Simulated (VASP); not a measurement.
# Ru (Fm-3m) in VASP: single point with r2SCAN

Aim: the single point of Ru with r2SCAN.

Program: VASP 6.6.1. These are calculated values, not measurements. Logs are shortened: lines on timing, memory, paths and dates and some standing lists are left out, and cuts for length are marked.

### Step 1. The cell of the first run

It takes space group Fm-3m (No. 225, cubic). Conventional cell: a = 3.807 Å, b = 3.807 Å, c = 3.807 Å, α = 90.00°, β = 90.00°, γ = 90.00°. Within 3.5 Å of Ru (site symmetry m-3m) lie 12 Ru at 2.69 Å.

This isn't the form of Ru at room conditions, which is hcp.

### Step 2. Single point, r2SCAN

The input, POSCAR:

```
Ru
1.0
    0.0000000000      1.9033641158      1.9033641158
    1.9033641158      0.0000000000      1.9033641158
    1.9033641158      1.9033641158      0.0000000000
Ru
1
Direct
    0.0000000000      0.0000000000      0.0000000000
```

The input, INCAR.step1:

```
  ALGO = Normal
  EDIFF = 1E-5
  ENCUT = 620
  GGA = PE
  GGA_COMPAT = F
  ISMEAR = 0
  LASPH = T
  LCHARG = F
  LREAL = F
  LWAVE = T
  NBANDS = 14
  NELM = 120
  PREC = Accurate
  SIGMA = 0.05
```

The input, INCAR.step2:

```
  ALGO = Normal
  EDIFF = 1E-6
  ENCUT = 620
  GGA_COMPAT = F
  ISIF = 2
  ISMEAR = 0
  ISTART = 1
  LASPH = T
  LCHARG = F
  LMIXTAU = T
  LREAL = F
  LWAVE = F
  METAGGA = R2SCAN
  NBANDS = 14
  NELM = 120
  PREC = Accurate
  SIGMA = 0.05
```

The input, KPOINTS:

```
k-points
0
Gamma
  18 18 18
```

Potentials or basis: VASP PAW PBE potentials, release 64 (Ru_sv).

Launch:

```
$ cat potpaw_PBE.64/Ru_sv/POTCAR > POTCAR
$ cp INCAR.step1 INCAR
$ mpirun -np 1 vasp_std > vasp.out
$ cp INCAR.step2 INCAR
$ mpirun -np 1 vasp_std > vasp.out
```

OUTCAR:

```text
EDIFF = 1E-6
   ENCUT = 620
   ISIF = 2
   ISMEAR = 0
   ISTART = 1
   LASPH = T
   LREAL = F
   METAGGA = R2SCAN
   NELM = 120
   PREC = Accurate

 ion  position               nearest neighbor table
   1  0.000  0.000  0.000-

  LATTYP: Found a face centered cubic cell.
 ALAT       =     3.8067282316

  Lattice vectors:

 A1 = (   0.0000000000,   1.9033641158,   1.9033641158)
 A2 = (   1.9033641158,   0.0000000000,   1.9033641158)
 A3 = (   1.9033641158,   1.9033641158,   0.0000000000)

Analysis of symmetry for initial positions (statically):
=====================================================================
 Subroutine PRICEL returns:
 Original cell was already a primitive cell.

 Routine SETGRP: Setting up the symmetry group for a
 face centered cubic supercell.

 Subroutine GETGRP returns: Found 48 space group operations
 (whereof 48 operations were pure point group operations)
 out of a pool of 48 trial point group operations.

The static configuration has the point symmetry O_h .

Analysis of symmetry for dynamics (positions and initial velocities):
=====================================================================
 Subroutine PRICEL returns:
 Original cell was already a primitive cell.

 Routine SETGRP: Setting up the symmetry group for a
 face centered cubic supercell.

 Subroutine GETGRP returns: Found 48 space group operations
 (whereof 48 operations were pure point group operations)
 out of a pool of 48 trial point group operations.

The dynamic configuration has the point symmetry O_h .

 Subroutine INISYM returns: Found 48 space group operations
 (whereof 48 operations are pure point group operations),
 and found     1 'primitive' translations

----------------------------------------------------------------------------------------

                                     Primitive cell

  volume of cell :      13.7910

  direct lattice vectors                    reciprocal lattice vectors
     0.000000000  1.903364116  1.903364116    -0.262692774  0.262692774  0.262692774
     1.903364116  0.000000000  1.903364116     0.262692774 -0.262692774  0.262692774
     1.903364116  1.903364116  0.000000000     0.262692774  0.262692774 -0.262692774

  length of vectors
     2.691763347  2.691763347  2.691763347     0.454997232  0.454997232  0.454997232

  position of ions in fractional coordinates (direct lattice)
     0.000000000  0.000000000  0.000000000

  ion indices of the primitive-cell ions
   primitive index   ion index
                 1           1

----------------------------------------------------------------------------------------

 KPOINTS: k-points

Automatic generation of k-mesh.
 Grid dimensions read from file:
 generate k-points for:   18   18   18

 Generating k-lattice:

  Cartesian coordinates                     Fractional coordinates (reciprocal lattice)
    -0.014594043  0.014594043  0.014594043     0.055555556  0.000000000  0.000000000
     0.014594043 -0.014594043  0.014594043     0.000000000  0.055555556  0.000000000
     0.014594043  0.014594043 -0.014594043     0.000000000  0.000000000  0.055555556

  Length of vectors
     0.025277624  0.025277624  0.025277624

  Shift w.r.t. Gamma in fractional coordinates (k-lattice)
     0.000000000  0.000000000  0.000000000

 Subroutine IBZKPT returns following result:
 ===========================================

 Found    195 irreducible k-points:

 Following reciprocal coordinates:
            Coordinates               Weight
  0.000000  0.000000  0.000000      1.000000
  0.055556  0.000000  0.000000      8.000000
  0.111111  0.000000  0.000000      8.000000
  0.166667  0.000000  0.000000      8.000000
  0.222222  0.000000  0.000000      8.000000
  0.277778  0.000000  0.000000      8.000000
[... 16 lines left out ...]
 -0.277778  0.055556  0.000000     24.000000
 -0.222222  0.055556  0.000000     24.000000
 [... further k-points ...]
   k-points           NKPTS =    195   k-points in BZ     NKDIM =    195   number of bands    NBANDS=     14
   number of dos      NEDOS =    301   number of ions     NIONS =      1
   total plane-waves  NPLWV =  13824
   dimension x,y,z NGX =    24 NGY =   24 NGZ =   24
   dimension x,y,z NGXF=    48 NGYF=   48 NGZF=   48
   ions per type =               1
   NGX,Y,Z   is equivalent  to a cutoff of  14.82, 14.82, 14.82 a.u.
   NGXF,Y,Z  is equivalent  to a cutoff of  29.65, 29.65, 29.65 a.u.
 SYSTEM =  unknown system
   PREC   = accura    normal or accurate (medium, high low for compatibility)
   ISTART =      1    job   : 0-new  1-cont  2-samecut
   ICHARG =      0    charge: 1-file 2-atom 10-const
   ISPIN  =      1    spin polarized calculation?
   LNONCOLLINEAR =      F non collinear calculations
   LSORBIT =      F    spin-orbit coupling
   LASPH  =      T    aspherical Exc in radial PAW
   ENCUT  =  620.0 eV  45.57 Ry    6.75 a.u.   5.46  5.46  5.46*2*pi/ulx,y,z
   NELM   =    120;   NELMIN=  2; NELMDL=  0     # of ELM steps
   EDIFF  = 0.1E-05   stopping-criterion for ELM
   LREAL  =      F    real-space projection
   EDIFFG = 0.1E-04   stopping-criterion for IOM
   NSW    =      0    number of steps for IOM
   IBRION =     -1    ionic relax: 0-MD 1-quasi-New 2-CG
   NFREE  =      0    steps in history (QN), initial steepest desc. (CG)
   ISIF   =      2    stress and relaxation
   ISYM   =      2    0-nonsym 1-usesym 2-fastsym
   POTIM  = 0.5000    time-step for ionic-motion
   TEBEG  =    0.0;   TEEND  =   0.0 temperature during run
   PSTRESS=    0.0 pullay stress
   NELECT =      16.0000    total number of electrons
   NUPDOWN=      -1.0000    fix difference up-down
   EMIN   =  10.00;   EMAX   =-10.00  energy-range for DOS
   EFERMI =   0.00;   METHOD = LEGACY
   ISMEAR =     0;   SIGMA  =   0.05  broadening in eV -4-tet -1-fermi 0-gaus
   EFERMI_NEDOS =   21; number of points for ismear=-14 and -15
   IALGO  =     38    algorithm
   IMIX   =      4    mixing-type and parameters
     AMIX     =   0.40;   BMIX     =  1.00
     AMIX_MAG =   1.60;   BMIX_MAG =  1.00
  volume/ion in A,a.u.               =      13.79        93.07
  Fermi-wavevector in a.u.,A,eV,Ry     =   1.720216  3.250737 40.261580  2.959143
  Thomas-Fermi vector in A             =   2.796697
   LORBIT       =      0    0 simple, 1 ext, 2 COOP (PROOUT), +10 PAW based schemes
   METAGGA = R2SCAN    functional components
   LHFCALC =     F    Hartree Fock is set to
   AEXX    =    0.0000 exact exchange contribution
   IVDW    =     0    specifies the selected vdW correction
   LEPSILON=     F    determine dielectric tensor
   LRPA    =     F    only Hartree local field effects (RPA)
 non-spin polarized calculation
 Gauss-broadening in eV      SIGMA  =   0.05
  energy-cutoff  :      620.00
  volume of cell :       13.79
 maximum number of plane-waves:       531
 NGX is ok and might be reduce to    24
   NGX = 11   NGY = 11   NGZ = 11

 number of electron      16.0000003 magnetization

 Free energy of the ion-electron system (eV)
  ---------------------------------------------------
  ext. energy  EPLUGINS =         0.00000000
  ---------------------------------------------------
  free energy    TOTEN  =       -25.34605054 eV

  energy without entropy =      -25.34476199  energy(sigma->0) =      -25.34540627

 E-fermi :  14.5773     XC(G=0): -15.4192

 val. band max:       14.5688041778   @ k =   0.1111   0.0556   0.0000
 cond. band min:      14.5862754485   @ k =   0.3333   0.2778   0.0000
 fundamental gap:      0.0174712707
 Fermi energy:        14.5773128855

 k-point     1 :       0.0000    0.0000    0.0000
  band No.  band energies     occupation
      1     -60.5492      2.00000
      2     -29.1283      2.00000
      3     -29.1283      2.00000
      4     -29.1283      2.00000
      5       6.4744      2.00000
      6      12.0189      2.00000
      7      12.0189      2.00000
      8      12.0189      2.00000
      9      14.4955      1.97926
     10      14.4955      1.97926
     11      30.2442      0.00000
     12      36.2173      0.00000
     13      36.2173      0.00000
     14      36.2173      0.00000

 k-point     2 :       0.0556    0.0000    0.0000
  band No.  band energies     occupation
      1     -60.5436      2.00000
      2     -29.1626      2.00000
      3     -29.1327      2.00000
      4     -29.1327      2.00000
      5       6.6111      2.00000
      6      11.9467      2.00000
      7      12.0760      2.00000
      8      12.0760      2.00000
      9      14.4591      1.99918
     10      14.4591      1.99918
     11      30.4694      0.00000
     12      35.5474      0.00000
     13      36.4339      0.00000
     14      36.4339      0.00000

 k-point     3 :       0.1111    0.0000    0.0000
  band No.  band energies     occupation
      1     -60.5276      2.00000
      2     -29.2610      2.00000
      3     -29.1455      2.00000
      4     -29.1455      2.00000
      5       7.0016      2.00000
      6      11.7654      2.00000
      7      12.2251      2.00000
      8      12.2251      2.00000
      9      14.3795      2.00000
     10      14.3795      2.00000
     11      31.0837      0.00000
     12      34.1515      0.00000
     13      37.0645      0.00000
     14      37.0645      0.00000
[... 324 lines left out ...]
 k-point    23 :      -0.2778    0.0556    0.0000
  band No.  band energies     occupation
      1     -60.4264      2.00000
      2     -29.8393      2.00000
      3     -29.2600      2.00000
      4     -29.2119      2.00000
      5       8.7112      2.00000
      6      12.0695      2.00000
      7      12.3275      2.00000
      8      12.3871      2.00000
      9      14.6901      0.00143
     10      15.5892      0.00000
     11      29.3203      0.00000
     12      32.2369      0.00000
     13      38.5279      0.00000
     14      40.2759      0.00000

 k-point    24 :      -0.2222    0.0556    0.0000
  band No.  band energies     occupation
      1     -60.4582      2.00000
      2     -29.6575      2.00000
      3     -29.2338      2.00000
      4     -29.1860      2.00000
      5       8.4480      2.00000
      6      11.5242      2.00000
      7      12.4482      2.00000
      8      12.5224      2.00000
      9      14.2358      2.00000
     10      15.0593      0.00000
     11      30.7528      0.00000
     12      32.6905      0.00000
     13      38.5163      0.00000
     14      40.2546      0.00000

 [... further k-points ...]

------------------------ aborting loop because EDIFF is reached ----------------------------------------

  FORCE on cell =-STRESS in cart. coord.  units (eV):
  Direction    XX          YY          ZZ          XY          YZ          ZX
  --------------------------------------------------------------------------------------
  -------------------------------------------------------------------------------------
  Total       -0.4760339     -0.4760339     -0.4760339      0.0000000      0.0000000      0.0000000
  in kB      -55.3035225    -55.3035225    -55.3035225      0.0000000      0.0000000      0.0000000
  external PRESSURE =     -55.3035225 kB  Pullay stress =       0.0000000 kB

 VOLUME and BASIS-vectors are now :
 -----------------------------------------------------------------------------
  energy-cutoff  :      620.00
  volume of cell :       13.79
      direct lattice vectors                 reciprocal lattice vectors
     0.000000000  1.903364116  1.903364116    -0.262692774  0.262692774  0.262692774
     1.903364116  0.000000000  1.903364116     0.262692774 -0.262692774  0.262692774
     1.903364116  1.903364116  0.000000000     0.262692774  0.262692774 -0.262692774

 POSITION                                       TOTAL-FORCE (eV/Angst)
 -----------------------------------------------------------------------------------
      0.00000      0.00000      0.00000         0.000000     -0.000000     -0.000000
 -----------------------------------------------------------------------------------
    total drift:                                0.000000      0.000000      0.000000

  FREE ENERGIE OF THE ION-ELECTRON SYSTEM (eV)
  ---------------------------------------------------
  free  energy   TOTEN  =       -25.3460505419 eV

  energy  without entropy=      -25.3447619916  energy(sigma->0) =      -25.34540627
```

Wall time 71 s (1 thread of Intel Xeon Platinum 8488C (Sapphire Rapids), shared host); peak memory 0.17 GiB.

What came out:

* Free energy: -25.3461 eV
* Pressure: -5.5 GPa
* Band gap on the k mesh: zero (bands 8 and 9 overlap by 3.50 eV)

Levels at points of the mesh, in eV from the Fermi level:
```
           k point  band 5  band 6  band 7  band 8  band 9  band 10  band 11  band 12
(0.00, 0.00, 0.00)   -8.10   -2.56   -2.56   -2.56   -0.08    -0.08    15.67    21.64
(0.50, 0.00, 0.00)   -6.17   -2.69   -2.69    1.11    1.83     1.83    10.41    15.31
(0.50, 0.50, 0.00)   -6.47   -5.99    1.77    2.35    2.35     3.82    14.06    14.06
```

Caveat: the cell stands under tension; the PAW data sets were made with another functional, which shifts forces and pressure a little.
